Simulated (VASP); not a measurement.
# SnO2 (Pbcn) in VASP: a series of runs

The runs below take SnO2 through single point, with LDA.

Everything below comes from runs of VASP 6.6.1. Logs are shortened: lines on timing, memory, paths and dates and some standing lists are left out, and cuts for length are marked.

## Step 1: The cell of the first run

Symmetry: Pbcn, No. 60, orthorhombic system. Conventional cell: a = 4.646 Å, b = 5.588 Å, c = 5.126 Å, α = 90.00°, β = 90.00°, γ = 90.00°. Within 2.6 Å of Sn (site symmetry 2) lie 6 O at 1.99 to 2.07 Å. O (site symmetry 1) has 3 Sn at 1.99 to 2.07 Å and 1 O at 2.57 Å within 2.6 Å.

## Step 2: Single point, LDA

The input, INCAR:

```
ALGO     = Normal         # electronic algorithm
EDIFF    = 1E-6           # SCF threshold, eV
ENCUT    = 520            # plane-wave cutoff, eV
ISIF     = 2              # what is computed and relaxed
ISMEAR   = 0              # smearing method
LASPH    = True           # aspherical terms in the spheres
LCHARG   = False          # write CHGCAR
LREAL    = False          # projectors in reciprocal space
LWAVE    = False          # write WAVECAR
NBANDS   = 64             # bands
NELM     = 60             # most SCF steps
PREC     = Accurate       # precision mode
SIGMA    = 0.02           # smearing width, eV
```

The input, KPOINTS:

```
k-points
0
Gamma
  6 6 6
```

The input, POSCAR:

```
SnO2
1.0
    4.6456806922      0.0000000000      0.0000000000
    0.0000000000      5.5882304988      0.0000000000
    0.0000000000      0.0000000000      5.1257659509
Sn O
4 8
Direct
    0.5000000000      0.6714278854      0.7500000000
    0.0000000000      0.8285721146      0.2500000000
    0.5000000000      0.3285721146      0.2500000000
    0.0000000000      0.1714278854      0.7500000000
    0.7345448422      0.5996553807      0.0749693619
    0.2345448422      0.9003446193      0.9250306381
    0.7654551578      0.9003446193      0.5749693619
    0.2654551578      0.5996553807      0.4250306381
    0.7345448422      0.4003446193      0.5749693619
    0.2345448422      0.0996553807      0.4250306381
    0.7654551578      0.0996553807      0.0749693619
    0.2654551578      0.4003446193      0.9250306381
```

Potentials or basis: VASP PAW LDA potentials, release 64 (Sn_d, O).

Command:

```
cat potpaw_LDA.64/Sn_d/POTCAR potpaw_LDA.64/O/POTCAR > POTCAR
mpirun -np 1 vasp_std > vasp.out
```

OUTCAR:

```text
EDIFF = 1E-6
   ENCUT = 520
   ISIF = 2
   ISMEAR = 0
   LASPH = True
   LREAL = False
   NELM = 60
   PREC = Accurate

 ion  position               nearest neighbor table
   1  0.500  0.671  0.750-   6 1.99   7 1.99   5 2.03   8 2.03   9 2.07  12 2.07   3 3.20   3 3.20
                             2 3.57   2 3.57   2 3.57   2 3.57   4 3.63   4 3.63   4 3.63   4 3.63
   2  0.000  0.829  0.250-   5 1.99   8 1.99   7 2.03   6 2.03  10 2.07  11 2.07   4 3.20   4 3.20
                             1 3.57   1 3.57   1 3.57   1 3.57   3 3.63   3 3.63   3 3.63   3 3.63
   3  0.500  0.329  0.250-  10 1.99  11 1.99   9 2.03  12 2.03   5 2.07   8 2.07   1 3.20   1 3.20
                             4 3.57   4 3.57   4 3.57   4 3.57   2 3.63   2 3.63   2 3.63   2 3.63
   4  0.000  0.171  0.750-   9 1.99  12 1.99  11 2.03  10 2.03   6 2.07   7 2.07   2 3.20   2 3.20
                             3 3.57   3 3.57   3 3.57   3 3.57   1 3.63   1 3.63   1 3.63   1 3.63
   5  0.735  0.600  0.075-   2 1.99   1 2.03   3 2.07
   6  0.235  0.900  0.925-   1 1.99   2 2.03   4 2.07
   7  0.765  0.900  0.575-   1 1.99   2 2.03   4 2.07
   8  0.265  0.600  0.425-   2 1.99   1 2.03   3 2.07
   9  0.735  0.400  0.575-   4 1.99   3 2.03   1 2.07
  10  0.235  0.100  0.425-   3 1.99   4 2.03   2 2.07
  11  0.765  0.100  0.075-   3 1.99   4 2.03   2 2.07
  12  0.265  0.400  0.925-   4 1.99   3 2.03   1 2.07

  LATTYP: Found a simple orthorhombic cell.
 ALAT       =     4.6456806922
 B/A-ratio  =     1.1033401326
 C/A-ratio  =     1.2028873418

  Lattice vectors:

 A1 = (  -4.6456806922,   0.0000000000,   0.0000000000)
 A2 = (   0.0000000000,   0.0000000000,   5.1257659509)
 A3 = (   0.0000000000,   5.5882304988,   0.0000000000)

Analysis of symmetry for initial positions (statically):
=====================================================================
 Subroutine PRICEL returns:
 Original cell was already a primitive cell.

 Routine SETGRP: Setting up the symmetry group for a
 simple orthorhombic supercell.

 Subroutine GETGRP returns: Found  8 space group operations
 (whereof  2 operations were pure point group operations)
 out of a pool of  8 trial point group operations.

The static configuration has the point symmetry S_2 .
 The point group associated with its full space group is D_2h.

Analysis of symmetry for dynamics (positions and initial velocities):
=====================================================================
 Subroutine PRICEL returns:
 Original cell was already a primitive cell.

 Routine SETGRP: Setting up the symmetry group for a
 simple orthorhombic supercell.

 Subroutine GETGRP returns: Found  8 space group operations
 (whereof  2 operations were pure point group operations)
 out of a pool of  8 trial point group operations.

The dynamic configuration has the point symmetry S_2 .
 The point group associated with its full space group is D_2h.

 Subroutine INISYM returns: Found  8 space group operations
 (whereof  2 operations are pure point group operations),
 and found     1 'primitive' translations

----------------------------------------------------------------------------------------

                                     Primitive cell

  volume of cell :     133.0707

  direct lattice vectors                    reciprocal lattice vectors
     4.645680692  0.000000000  0.000000000     0.215253709  0.000000000  0.000000000
     0.000000000  5.588230499  0.000000000     0.000000000  0.178947522  0.000000000
     0.000000000  0.000000000  5.125765951     0.000000000  0.000000000  0.195092794

  length of vectors
     4.645680692  5.588230499  5.125765951     0.215253709  0.178947522  0.195092794

  position of ions in fractional coordinates (direct lattice)
     0.500000000  0.671427885  0.750000000
     0.000000000  0.828572115  0.250000000
     0.500000000  0.328572115  0.250000000
     0.000000000  0.171427885  0.750000000
     0.734544842  0.599655381  0.074969362
     0.234544842  0.900344619  0.925030638
     0.765455158  0.900344619  0.574969362
     0.265455158  0.599655381  0.425030638
     0.734544842  0.400344619  0.574969362
     0.234544842  0.099655381  0.425030638
     0.765455158  0.099655381  0.074969362
     0.265455158  0.400344619  0.925030638

  ion indices of the primitive-cell ions
   primitive index   ion index
                 1           1
                 2           2
                 3           3
                 4           4
                 5           5
                 6           6
                 7           7
                 8           8
                 9           9
                10          10
                11          11
                12          12

----------------------------------------------------------------------------------------

 KPOINTS: k-points

Automatic generation of k-mesh.
 Grid dimensions read from file:
 generate k-points for:    6    6    6

 Generating k-lattice:

  Cartesian coordinates                     Fractional coordinates (reciprocal lattice)
     0.035875618  0.000000000  0.000000000     0.166666667  0.000000000  0.000000000
     0.000000000  0.029824587  0.000000000     0.000000000  0.166666667  0.000000000
     0.000000000  0.000000000  0.032515466     0.000000000  0.000000000  0.166666667

  Length of vectors
     0.035875618  0.029824587  0.032515466

  Shift w.r.t. Gamma in fractional coordinates (k-lattice)
     0.000000000  0.000000000  0.000000000

 Subroutine IBZKPT returns following result:
 ===========================================

 Found     64 irreducible k-points:

 Following reciprocal coordinates:
            Coordinates               Weight
  0.000000  0.000000  0.000000      1.000000
  0.166667  0.000000  0.000000      2.000000
  0.333333  0.000000  0.000000      2.000000
  0.500000  0.000000  0.000000      1.000000
  0.000000  0.166667  0.000000      2.000000
  0.166667  0.166667  0.000000      4.000000
[... 16 lines left out ...]
  0.333333  0.166667  0.166667      8.000000
  0.500000  0.166667  0.166667      4.000000
 [... further k-points ...]
   k-points           NKPTS =     64   k-points in BZ     NKDIM =     64   number of bands    NBANDS=     64
   number of dos      NEDOS =    301   number of ions     NIONS =     12
   total plane-waves  NPLWV =  60480
   dimension x,y,z NGX =    36 NGY =   42 NGZ =   40
   dimension x,y,z NGXF=    72 NGYF=   84 NGZF=   80
   ions per type =               4   8
   NGX,Y,Z   is equivalent  to a cutoff of  12.88, 12.49, 12.97 a.u.
   NGXF,Y,Z  is equivalent  to a cutoff of  25.77, 24.99, 25.95 a.u.
 SYSTEM =  unknown system
   PREC   = accura    normal or accurate (medium, high low for compatibility)
   ISTART =      0    job   : 0-new  1-cont  2-samecut
   ICHARG =      2    charge: 1-file 2-atom 10-const
   ISPIN  =      1    spin polarized calculation?
   LNONCOLLINEAR =      F non collinear calculations
   LSORBIT =      F    spin-orbit coupling
   LASPH  =      T    aspherical Exc in radial PAW
   ENCUT  =  520.0 eV  38.22 Ry    6.18 a.u.   8.64 10.39  9.53*2*pi/ulx,y,z
   NELM   =     60;   NELMIN=  2; NELMDL= -5     # of ELM steps
   EDIFF  = 0.1E-05   stopping-criterion for ELM
   LREAL  =      F    real-space projection
   EDIFFG = 0.1E-04   stopping-criterion for IOM
   NSW    =      0    number of steps for IOM
   IBRION =     -1    ionic relax: 0-MD 1-quasi-New 2-CG
   NFREE  =      0    steps in history (QN), initial steepest desc. (CG)
   ISIF   =      2    stress and relaxation
   ISYM   =      2    0-nonsym 1-usesym 2-fastsym
   POTIM  = 0.5000    time-step for ionic-motion
   TEBEG  =    0.0;   TEEND  =   0.0 temperature during run
   PSTRESS=    0.0 pullay stress
   NELECT =     104.0000    total number of electrons
   NUPDOWN=      -1.0000    fix difference up-down
   EMIN   =  10.00;   EMAX   =-10.00  energy-range for DOS
   EFERMI =   0.00;   METHOD = LEGACY
   ISMEAR =     0;   SIGMA  =   0.02  broadening in eV -4-tet -1-fermi 0-gaus
   EFERMI_NEDOS =   21; number of points for ismear=-14 and -15
   IALGO  =     38    algorithm
   IMIX   =      4    mixing-type and parameters
     AMIX     =   0.40;   BMIX     =  1.00
     AMIX_MAG =   1.60;   BMIX_MAG =  1.00
  volume/ion in A,a.u.               =      11.09        74.83
  Fermi-wavevector in a.u.,A,eV,Ry     =   1.507967  2.849644 30.939159  2.273964
  Thomas-Fermi vector in A             =   2.618483
   LORBIT       =      0    0 simple, 1 ext, 2 COOP (PROOUT), +10 PAW based schemes
   GGA     = CA    functional components
   LHFCALC =     F    Hartree Fock is set to
   AEXX    =    0.0000 exact exchange contribution
   IVDW    =     0    specifies the selected vdW correction
   LEPSILON=     F    determine dielectric tensor
   LRPA    =     F    only Hartree local field effects (RPA)
 non-spin polarized calculation
 Gauss-broadening in eV      SIGMA  =   0.02
  energy-cutoff  :      520.00
  volume of cell :      133.07
 maximum number of plane-waves:      3615
 NGX is ok and might be reduce to    36
   NGX = 17   NGY = 21   NGZ = 19

 number of electron     104.0000034 magnetization

 Free energy of the ion-electron system (eV)
  ---------------------------------------------------
  ext. energy  EPLUGINS =         0.00000000
  ---------------------------------------------------
  free energy    TOTEN  =       -84.17304019 eV

  energy without entropy =      -84.17304019  energy(sigma->0) =      -84.17304019

 E-fermi :   6.5492     XC(G=0): -12.2323

 val. band max:        6.4690806373   @ k =   0.0000   0.0000   0.0000
 cond. band min:       8.4845186492   @ k =   0.0000   0.0000   0.0000
 fundamental gap:      2.0154380119
 Fermi energy:         6.5492372352

 k-point     1 :       0.0000    0.0000    0.0000
  band No.  band energies     occupation
      1     -14.1634      2.00000
      2     -14.0402      2.00000
      3     -13.9397      2.00000
      4     -13.5679      2.00000
      5     -13.3714      2.00000
      6     -13.2043      2.00000
[... 56 lines left out ...]
     63      17.4402      0.00000
     64      17.8612      0.00000

 k-point     2 :       0.1667    0.0000    0.0000
  band No.  band energies     occupation
      1     -14.1595      2.00000
      2     -13.9600      2.00000
      3     -13.9233      2.00000
      4     -13.5988      2.00000
      5     -13.5107      2.00000
      6     -13.2132      2.00000
[... 1530 lines left out ...]
     63      17.7435      0.00000
     64      17.7886      0.00000

 [... further k-points ...]
[... 5 lines left out ...]
  --------------------------------------------------------------------------------------
  -------------------------------------------------------------------------------------
  Total        9.3645134      9.2871771      9.4705342      0.0000000      0.0000000      0.0000000
  in kB      112.7491707    111.8180390    114.0256665      0.0000000      0.0000000      0.0000000
  external PRESSURE =     112.8642921 kB  Pullay stress =       0.0000000 kB

 VOLUME and BASIS-vectors are now :
 -----------------------------------------------------------------------------
  energy-cutoff  :      520.00
  volume of cell :      133.07
      direct lattice vectors                 reciprocal lattice vectors
     4.645680692  0.000000000  0.000000000     0.215253709  0.000000000  0.000000000
     0.000000000  5.588230499  0.000000000     0.000000000  0.178947522  0.000000000
     0.000000000  0.000000000  5.125765951     0.000000000  0.000000000  0.195092794

 POSITION                                       TOTAL-FORCE (eV/Angst)
 -----------------------------------------------------------------------------------
      2.32284      3.75209      3.84432         0.000000      0.023097      0.000000
      0.00000      4.63025      1.28144         0.000000     -0.023097      0.000000
      2.32284      1.83614      1.28144         0.000000     -0.023097      0.000000
      0.00000      0.95798      3.84432         0.000000      0.023097     -0.000000
      3.41246      3.35101      0.38428         0.017004     -0.011281      0.003055
      1.08962      5.03133      4.74149         0.017004      0.011281     -0.003055
      3.55606      5.03133      2.94716        -0.017004      0.011281      0.003055
      1.23322      3.35101      2.17861        -0.017004     -0.011281     -0.003055
      3.41246      2.23722      2.94716         0.017004      0.011281      0.003055
      1.08962      0.55690      2.17861         0.017004     -0.011281     -0.003055
      3.55606      0.55690      0.38428        -0.017004     -0.011281      0.003055
      1.23322      2.23722      4.74149        -0.017004      0.011281     -0.003055
 -----------------------------------------------------------------------------------
    total drift:                                0.000000     -0.000000      0.000000

  FREE ENERGIE OF THE ION-ELECTRON SYSTEM (eV)
  ---------------------------------------------------
  free  energy   TOTEN  =       -84.1730401900 eV

  energy  without entropy=      -84.1730401900  energy(sigma->0) =      -84.17304019
```

Run time: 14 min. Hardware: 1 thread of Intel Xeon 8259CL, shared host; peak memory 0.46 GiB.

What came out:

```
Free energy            : -84.1730 eV
Pressure               : 11.3 GPa
Largest force          : 0.023 eV/Å
Band gap on the k mesh : 2.02 eV
```

Forces in eV/Å, atoms in the order of the input:
```
Sn   0.000  0.023  0.000
Sn   0.000 -0.023  0.000
Sn   0.000 -0.023  0.000
Sn   0.000  0.023  0.000
O    0.017 -0.011  0.003
O    0.017  0.011 -0.003
O   -0.017  0.011  0.003
O   -0.017 -0.011 -0.003
O    0.017  0.011  0.003
O    0.017 -0.011 -0.003
O   -0.017 -0.011  0.003
O   -0.017  0.011 -0.003
```

Caveat: the cell stands under pressure; spin-orbit coupling is left out, which moves the levels of the heavy elements.

## Step 3: Single point, LDA

This run uses another cell than the first one, of 11.50 Å³/atom.

The input, INCAR:

```
ALGO = Normal
EDIFF = 1E-7
ENCUT = 520
ISIF = 2
ISMEAR = 0
LASPH = True
LCHARG = False
LREAL = False
LWAVE = False
NBANDS = 64
NELM = 60
PREC = Accurate
SIGMA = 0.02
```

KPOINTS is that of step 2.

The input, POSCAR:

```
SnO2
1.0
    4.6890081962      0.0000000000      0.0000000000
    0.0000000000      5.6733324098      0.0000000000
    0.0000000000      0.0000000000      5.1880047159
Sn O
4 8
Direct
    0.5000000000      0.6681027266      0.7500000000
    0.0000000000      0.8318972734      0.2500000000
    0.5000000000      0.3318972734      0.2500000000
    0.0000000000      0.1681027266      0.7500000000
    0.7317459369      0.6038884727      0.0771764173
    0.2317459369      0.8961115273      0.9228235827
    0.7682540631      0.8961115273      0.5771764173
    0.2682540631      0.6038884727      0.4228235827
    0.7317459369      0.3961115273      0.5771764173
    0.2317459369      0.1038884727      0.4228235827
    0.7682540631      0.1038884727      0.0771764173
    0.2682540631      0.3961115273      0.9228235827
```

Potentials or basis: VASP PAW LDA potentials, release 64 (Sn_d, O).

Command:

```
cat potpaw_LDA.64/Sn_d/POTCAR potpaw_LDA.64/O/POTCAR > POTCAR
mpirun -np 1 vasp_std > vasp.out
```

Run time: 14 min. Hardware: 1 thread of Intel Xeon 8259CL, shared host; peak memory 0.47 GiB.

It converged, with:

```yaml
Free_energy: -84.3949 eV
Pressure: 3.1 GPa
Largest_force: 0.018 eV/Å
Band_gap_on_the_k_mesh: 1.64 eV
```

Forces on the atoms (eV/Å):
```
Sn   0.000  0.018  0.000
Sn   0.000 -0.018  0.000
Sn   0.000 -0.018  0.000
Sn   0.000  0.018  0.000
O    0.015 -0.009  0.004
O    0.015  0.009 -0.004
O   -0.015  0.009  0.004
O   -0.015 -0.009 -0.004
O    0.015  0.009  0.004
O    0.015 -0.009 -0.004
O   -0.015 -0.009  0.004
O   -0.015  0.009 -0.004
```

Stress tensor (GPa, compression positive):
```
3.10 0.00 0.00
0.00 3.05 0.00
0.00 0.00 3.25
```

Levels at points of the mesh, in eV from the valence-band top:
```
           k point  band 50  band 51  band 52  band 53  band 54  band 55
(0.00, 0.00, 0.00)    -0.19    -0.13     0.00     1.64     6.37     6.40
(0.50, 0.00, 0.00)    -0.30    -0.05    -0.05     4.74     4.74     5.44
(0.00, 0.50, 0.00)    -0.95    -0.10    -0.10     4.33     4.33     7.03
(0.50, 0.50, 0.00)    -0.60    -0.22    -0.22     5.20     5.20     6.26
(0.00, 0.00, 0.50)    -0.26    -0.17    -0.17     4.67     4.67     6.32
(0.50, 0.00, 0.50)    -0.24    -0.24    -0.24     5.15     5.15     5.15
(0.00, 0.50, 0.50)    -0.33    -0.33    -0.33     5.75     5.75     5.75
(0.50, 0.50, 0.50)    -0.39    -0.39    -0.39     5.62     5.62     5.62
```

Caveat: the cell stands under pressure; spin-orbit coupling is left out, which moves the levels of the heavy elements.
